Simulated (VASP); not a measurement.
# Bi (P6_3/mmc) in VASP: notebook

The runs below take Bi through single point, with LDA.

Everything below comes from runs of VASP 6.6.1. Logs are shortened: lines on timing, memory, paths and dates and some standing lists are left out, and cuts for length are marked.

**1. The cell of the first run**

It takes space group P6_3/mmc (No. 194, hexagonal). Conventional cell: a = 3.414 Å, b = 3.414 Å, c = 5.369 Å, α = 90.00°, β = 90.00°, γ = 120.00°. Bi (site symmetry -6m2) has 12 Bi at 3.33 to 3.41 Å within 4.4 Å.

This isn't the form of Bi at room conditions, which is rhombohedral.

**2. Single point, LDA**

Input file INCAR:

```
SYSTEM = Bi
ALGO     = Normal         ! electronic algorithm
EDIFF    = 1E-6           ! SCF threshold, eV
ENCUT    = 500            ! plane-wave cutoff, eV
GGA      = CA             ! functional
GGA_COMPAT= .False.      
ISIF     = 2              ! what is computed and relaxed
ISMEAR   = -1             ! smearing method
LASPH    = .True.         ! aspherical terms in the spheres
LCHARG   = .True.         ! write CHGCAR
LELF     = .True.         ! ELF
LREAL    = .False.        ! projectors in reciprocal space
LVHAR    = .True.       
LWAVE    = .False.        ! write WAVECAR
NBANDS   = 22             ! bands
NELM     = 120            ! most SCF steps
PREC     = Accurate       ! precision mode
SIGMA    = 0.1            ! smearing width, eV
```

Input file KPOINTS:

```
k-points
0
Gamma
  13 13 7
  0 0 0
```

Input file POSCAR:

```
Bi
1.0
    3.4137889839      0.0000000000      0.0000000000
   -1.7068944919      2.9564279832      0.0000000000
    0.0000000000      0.0000000000      5.3687435900
Bi
2
Direct
    0.3333333333      0.6666666667      0.2500000000
    0.6666666667      0.3333333333      0.7500000000
```

Potentials or basis: VASP PAW LDA potentials, release 64 (Bi_d).

On the command line:

```console
cat potpaw_LDA.64/Bi_d/POTCAR > POTCAR
mpirun -np 1 vasp_std > vasp.out
```

OUTCAR:

```text
SYSTEM = Bi
   EDIFF = 1E-6
   ENCUT = 500
   GGA = CA
   ISIF = 2
   ISMEAR = -1
   LASPH = .True.
   LREAL = .False.
   NELM = 120
   PREC = Accurate

 ion  position               nearest neighbor table
   1  0.333  0.667  0.250-   2 3.33   2 3.33   2 3.33   2 3.33   2 3.33   2 3.33
   2  0.667  0.333  0.750-   1 3.33   1 3.33   1 3.33   1 3.33   1 3.33   1 3.33

  LATTYP: Found a hexagonal cell.
 ALAT       =     3.4137889839
 C/A-ratio  =     1.5726641615

  Lattice vectors:

 A1 = (   3.4137889839,   0.0000000000,   0.0000000000)
 A2 = (  -1.7068944919,   2.9564279832,   0.0000000000)
 A3 = (   0.0000000000,   0.0000000000,   5.3687435900)

Analysis of symmetry for initial positions (statically):
=====================================================================
 Subroutine PRICEL returns:
 Original cell was already a primitive cell.

 Routine SETGRP: Setting up the symmetry group for a
 hexagonal supercell.

 Subroutine GETGRP returns: Found 24 space group operations
 (whereof 12 operations were pure point group operations)
 out of a pool of 24 trial point group operations.

The static configuration has the point symmetry D_3d.
 The point group associated with its full space group is D_6h.

Analysis of symmetry for dynamics (positions and initial velocities):
=====================================================================
 Subroutine PRICEL returns:
 Original cell was already a primitive cell.

 Routine SETGRP: Setting up the symmetry group for a
 hexagonal supercell.

 Subroutine GETGRP returns: Found 24 space group operations
 (whereof 12 operations were pure point group operations)
 out of a pool of 24 trial point group operations.

The dynamic configuration has the point symmetry D_3d.
 The point group associated with its full space group is D_6h.

 Subroutine INISYM returns: Found 24 space group operations
 (whereof 12 operations are pure point group operations),
 and found     1 'primitive' translations

----------------------------------------------------------------------------------------

                                     Primitive cell

  volume of cell :      54.1847

  direct lattice vectors                    reciprocal lattice vectors
     3.413788984  0.000000000  0.000000000     0.292929646  0.169123010  0.000000000
    -1.706894492  2.956427983  0.000000000     0.000000000  0.338246020  0.000000000
     0.000000000  0.000000000  5.368743590     0.000000000  0.000000000  0.186263319

  length of vectors
     3.413788984  3.413788984  5.368743590     0.338246020  0.338246020  0.186263319

  position of ions in fractional coordinates (direct lattice)
     0.333333333  0.666666667  0.250000000
     0.666666667  0.333333333  0.750000000

  ion indices of the primitive-cell ions
   primitive index   ion index
                 1           1
                 2           2

----------------------------------------------------------------------------------------

 KPOINTS: k-points

Automatic generation of k-mesh.
 Grid dimensions read from file:
 generate k-points for:   13   13    7

 Generating k-lattice:

  Cartesian coordinates                     Fractional coordinates (reciprocal lattice)
     0.022533050  0.013009462  0.000000000     0.076923077  0.000000000  0.000000000
     0.000000000  0.026018925  0.000000000     0.000000000  0.076923077  0.000000000
     0.000000000  0.000000000  0.026609046     0.000000000  0.000000000  0.142857143

  Length of vectors
     0.026018925  0.026018925  0.026609046

  Shift w.r.t. Gamma in fractional coordinates (k-lattice)
     0.000000000  0.000000000  0.000000000

 Subroutine IBZKPT returns following result:
 ===========================================

 Found     84 irreducible k-points:

 Following reciprocal coordinates:
            Coordinates               Weight
  0.000000  0.000000  0.000000      1.000000
  0.076923  0.000000  0.000000      6.000000
  0.153846  0.000000  0.000000      6.000000
  0.230769 -0.000000  0.000000      6.000000
  0.307692  0.000000  0.000000      6.000000
  0.384615  0.000000  0.000000      6.000000
[... 16 lines left out ...]
  0.076923  0.000000  0.142857     12.000000
  0.153846  0.000000  0.142857     12.000000
 [... further k-points ...]
   k-points           NKPTS =     84   k-points in BZ     NKDIM =     84   number of bands    NBANDS=     22
   number of dos      NEDOS =    301   number of ions     NIONS =      2
   total plane-waves  NPLWV =  31360
   dimension x,y,z NGX =    28 NGY =   28 NGZ =   40
   dimension x,y,z NGXF=    56 NGYF=   56 NGZF=   80
   ions per type =               2
   NGX,Y,Z   is equivalent  to a cutoff of  13.64, 13.64, 12.39 a.u.
   NGXF,Y,Z  is equivalent  to a cutoff of  27.27, 27.27, 24.77 a.u.
 SYSTEM =  Bi
   PREC   = accura    normal or accurate (medium, high low for compatibility)
   ISTART =      0    job   : 0-new  1-cont  2-samecut
   ICHARG =      2    charge: 1-file 2-atom 10-const
   ISPIN  =      1    spin polarized calculation?
   LNONCOLLINEAR =      F non collinear calculations
   LSORBIT =      F    spin-orbit coupling
   LASPH  =      T    aspherical Exc in radial PAW
   ENCUT  =  500.0 eV  36.75 Ry    6.06 a.u.   6.22  6.22  9.79*2*pi/ulx,y,z
   NELM   =    120;   NELMIN=  2; NELMDL= -5     # of ELM steps
   EDIFF  = 0.1E-05   stopping-criterion for ELM
   LREAL  =      F    real-space projection
   EDIFFG = 0.1E-04   stopping-criterion for IOM
   NSW    =      0    number of steps for IOM
   IBRION =     -1    ionic relax: 0-MD 1-quasi-New 2-CG
   NFREE  =      0    steps in history (QN), initial steepest desc. (CG)
   ISIF   =      2    stress and relaxation
   ISYM   =      2    0-nonsym 1-usesym 2-fastsym
   POTIM  = 0.5000    time-step for ionic-motion
   TEBEG  =    0.0;   TEEND  =   0.0 temperature during run
   PSTRESS=    0.0 pullay stress
   NELECT =      30.0000    total number of electrons
   NUPDOWN=      -1.0000    fix difference up-down
   EMIN   =  10.00;   EMAX   =-10.00  energy-range for DOS
   EFERMI =   0.00;   METHOD = LEGACY
   ISMEAR =    -1;   SIGMA  =   0.10  broadening in eV -4-tet -1-fermi 0-gaus
   EFERMI_NEDOS =   21; number of points for ismear=-14 and -15
   IALGO  =     38    algorithm
   IMIX   =      4    mixing-type and parameters
     AMIX     =   0.40;   BMIX     =  1.00
     AMIX_MAG =   1.60;   BMIX_MAG =  1.00
  volume/ion in A,a.u.               =      27.09       182.83
  Fermi-wavevector in a.u.,A,eV,Ry     =   1.344280  2.540321 24.586931  1.807088
  Thomas-Fermi vector in A             =   2.472286
   LORBIT       =      0    0 simple, 1 ext, 2 COOP (PROOUT), +10 PAW based schemes
   GGA     = CA    functional components
   LHFCALC =     F    Hartree Fock is set to
   AEXX    =    0.0000 exact exchange contribution
   IVDW    =     0    specifies the selected vdW correction
   LEPSILON=     F    determine dielectric tensor
   LRPA    =     F    only Hartree local field effects (RPA)
 non-spin polarized calculation
  energy-cutoff  :      500.00
  volume of cell :       54.18
 maximum number of plane-waves:      1391
 NGX is ok and might be reduce to    28
   NGX = 13   NGY = 13   NGZ = 19

 number of electron      30.0000008 magnetization

 Free energy of the ion-electron system (eV)
  ---------------------------------------------------
  ext. energy  EPLUGINS =         0.00000000
  ---------------------------------------------------
  free energy    TOTEN  =        -8.83130108 eV

  energy without entropy =       -8.79385820  energy(sigma->0) =       -8.81257964

 E-fermi :   9.6358     XC(G=0): -11.2046

 val. band max:        9.5460557174   @ k =   0.3846   0.2308   0.0000
 cond. band min:       9.6404329484   @ k =   0.4615   0.0769   0.4286
 fundamental gap:      0.0943772310
 Fermi energy:         9.6358098439

 k-point     1 :       0.0000    0.0000    0.0000
  band No.  band energies     occupation
      1     -13.5565      2.00000
      2     -13.5385      2.00000
      3     -13.5120      2.00000
      4     -13.5120      2.00000
      5     -13.4985      2.00000
      6     -13.4985      2.00000
[... 14 lines left out ...]
     21      20.3013      0.00000
     22      20.6772      0.00000

 k-point     2 :       0.0769    0.0000    0.0000
  band No.  band energies     occupation
      1     -13.5556      2.00000
      2     -13.5410      2.00000
      3     -13.5039      2.00000
      4     -13.5028      2.00000
      5     -13.5027      2.00000
      6     -13.5017      2.00000
[... 14 lines left out ...]
     21      19.8711      0.00000
     22      20.5929      0.00000

 k-point     3 :       0.1538    0.0000    0.0000
  band No.  band energies     occupation
      1     -13.5697      2.00000
      2     -13.5309      2.00000
      3     -13.5148      2.00000
      4     -13.5142      2.00000
      5     -13.4936      2.00000
      6     -13.4729      2.00000
[... 14 lines left out ...]
     21      19.0781      0.00000
     22      19.9559      0.00000

 k-point     4 :       0.2308   -0.0000    0.0000
  band No.  band energies     occupation
      1     -13.5933      2.00000
      2     -13.5330      2.00000
      3     -13.5292      2.00000
      4     -13.5136      2.00000
      5     -13.4891      2.00000
      6     -13.4323      2.00000
[... 14 lines left out ...]
     21      19.3686      0.00000
     22      20.0285      0.00000

 k-point     5 :       0.3077    0.0000    0.0000
  band No.  band energies     occupation
      1     -13.6169      2.00000
      2     -13.5542      2.00000
      3     -13.5442      2.00000
      4     -13.5090      2.00000
      5     -13.4730      2.00000
      6     -13.4024      2.00000
[... 14 lines left out ...]
     21      19.0863      0.00000
     22      20.1683      0.00000

 k-point     6 :       0.3846    0.0000    0.0000
  band No.  band energies     occupation
      1     -13.6357      2.00000
      2     -13.5731      2.00000
      3     -13.5560      2.00000
      4     -13.5122      2.00000
      5     -13.4536      2.00000
      6     -13.4201      2.00000
[... 14 lines left out ...]
     21      18.8639      0.00000
     22      19.9465      0.00000

 k-point     7 :       0.4615    0.0000    0.0000
  band No.  band energies     occupation
      1     -13.6460      2.00000
      2     -13.5843      2.00000
      3     -13.5624      2.00000
      4     -13.5151      2.00000
      5     -13.4421      2.00000
      6     -13.4295      2.00000
[... 324 lines left out ...]
      6     -13.4170      2.00000
[... 14 lines left out ...]
     21      23.5029      0.00000
     22      23.5579      0.00000

 k-point    21 :       0.3077    0.3077    0.0000
  band No.  band energies     occupation
      1     -13.6305      2.00000
      2     -13.5108      2.00000
      3     -13.5001      2.00000
      4     -13.4954      2.00000
      5     -13.4686      2.00000
      6     -13.4281      2.00000
[... 14 lines left out ...]
     21      21.3801      0.00000
     22      23.5173      0.00000

 k-point    22 :       0.0000    0.0000    0.1429
  band No.  band energies     occupation
      1     -13.5548      2.00000
      2     -13.5385      2.00000
      3     -13.5296      2.00000
      4     -13.5296      2.00000
      5     -13.5002      2.00000
      6     -13.5002      2.00000
[... 14 lines left out ...]
     21      19.7090      0.00000
     22      20.4052      0.00000

 k-point    23 :       0.0769    0.0000    0.1429
  band No.  band energies     occupation
      1     -13.5552      2.00000
      2     -13.5396      2.00000
      3     -13.5280      2.00000
      4     -13.5241      2.00000
      5     -13.4963      2.00000
      6     -13.4899      2.00000
[... 14 lines left out ...]
     21      19.5993      0.00000
     22      20.0639      0.00000

 k-point    24 :       0.1538    0.0000    0.1429
  band No.  band energies     occupation
      1     -13.5692      2.00000
      2     -13.5360      2.00000
      3     -13.5237      2.00000
      4     -13.5179      2.00000
      5     -13.4898      2.00000
      6     -13.4623      2.00000
[... 14 lines left out ...]
     21      18.9270      0.00000
     22      19.8115      0.00000

 [... further k-points ...]
[... 5 lines left out ...]
  --------------------------------------------------------------------------------------
  -------------------------------------------------------------------------------------
  Total        2.1519065      2.1519065      2.1552391      0.0000000      0.0000000      0.0000000
  in kB       63.6293280     63.6293280     63.7278698      0.0000000      0.0000000      0.0000000
  external PRESSURE =      63.6621752 kB  Pullay stress =       0.0000000 kB

 VOLUME and BASIS-vectors are now :
 -----------------------------------------------------------------------------
  energy-cutoff  :      500.00
  volume of cell :       54.18
      direct lattice vectors                 reciprocal lattice vectors
     3.413788984  0.000000000  0.000000000     0.292929646  0.169123010  0.000000000
    -1.706894492  2.956427983  0.000000000     0.000000000  0.338246020  0.000000000
     0.000000000  0.000000000  5.368743590     0.000000000  0.000000000  0.186263319

 POSITION                                       TOTAL-FORCE (eV/Angst)
 -----------------------------------------------------------------------------------
     -0.00000      1.97095      1.34219        -0.000000      0.000000      0.000000
      1.70689      0.98548      4.02656         0.000000     -0.000000      0.000000
 -----------------------------------------------------------------------------------
    total drift:                                0.000000     -0.000000      0.000000

  FREE ENERGIE OF THE ION-ELECTRON SYSTEM (eV)
  ---------------------------------------------------
  free  energy   TOTEN  =        -8.8313010751 eV

  energy  without entropy=       -8.7938581999  energy(sigma->0) =       -8.81257964
```

Run time: 81 s. Hardware: 1 thread of Intel Xeon 8259CL, shared host; peak memory 0.2 GiB.

Results:

```yaml
Free_energy: -8.8313 eV
Pressure: 6.4 GPa
Band_gap_on_the_k_mesh: zero (bands 15 and 16 overlap by 6.89 eV)
```

Levels at points of the mesh, in eV from the Fermi level:
```csv
k point,band 12,band 13,band 14,band 15,band 16,band 17,band 18,band 19
"(0.00, 0.00, 0.00)",-10.71,-6.12,3.44,3.44,5.48,5.48,6.59,7.22
```

Caveat: the cell stands under pressure; spin-orbit coupling is left out, which moves the levels of the heavy elements.

**3. Single point, LDA**

Input file INCAR:

```
SYSTEM = Bi
PREC     = Accurate       ! precision mode
ENCUT    = 500            ! plane-wave cutoff, eV
EDIFF    = 1E-6           ! SCF threshold, eV
ISMEAR   = -1             ! smearing method
SIGMA    = 0.1            ! smearing width, eV
LREAL    = .False.        ! projectors in reciprocal space
LASPH    = .True.         ! aspherical terms in the spheres
NELM     = 120            ! most SCF steps
ALGO     = Normal         ! electronic algorithm
ISIF     = 2              ! what is computed and relaxed
LWAVE    = .False.        ! write WAVECAR
LCHARG   = .False.        ! write CHGCAR
GGA      = CA             ! functional
NBANDS   = 22             ! bands
GGA_COMPAT= .False.
```

Input file KPOINTS:

```
regular mesh
0
Gamma
  13 13 7
  0 0 0
```

Input file POSCAR:

```
Bi
1.0
    3.4138151796      0.0000000000      0.0000000000
   -1.7069075898      2.9564506694      0.0000000000
    0.0000000000      0.0000000000      5.3707100755
Bi
2
Direct
    0.3333333333      0.6666666667      0.2500000000
    0.6666666667      0.3333333333      0.7500000000
```

Potentials or basis: VASP PAW LDA potentials, release 64 (Bi_d).

On the command line:

```console
cat potpaw_LDA.64/Bi_d/POTCAR > POTCAR
mpirun -np 1 vasp_std > vasp.out
```

Run time: 78 s. Hardware: 1 thread of Intel Xeon 8259CL, shared host; peak memory 0.2 GiB.

It converged, with:

* Free energy: -8.8321 eV
* Pressure: 6.3 GPa
* Band gap on the k mesh: zero (bands 15 and 16 overlap by 6.89 eV)

Levels at points of the mesh, in eV from the Fermi level:
```
           k point  band 12  band 13  band 14  band 15  band 16  band 17  band 18  band 19
(0.00, 0.00, 0.00)   -10.72    -6.12     3.44     3.44     5.48     5.48     6.58     7.22
```

Caveat: the cell stands under pressure; spin-orbit coupling is left out, which moves the levels of the heavy elements.
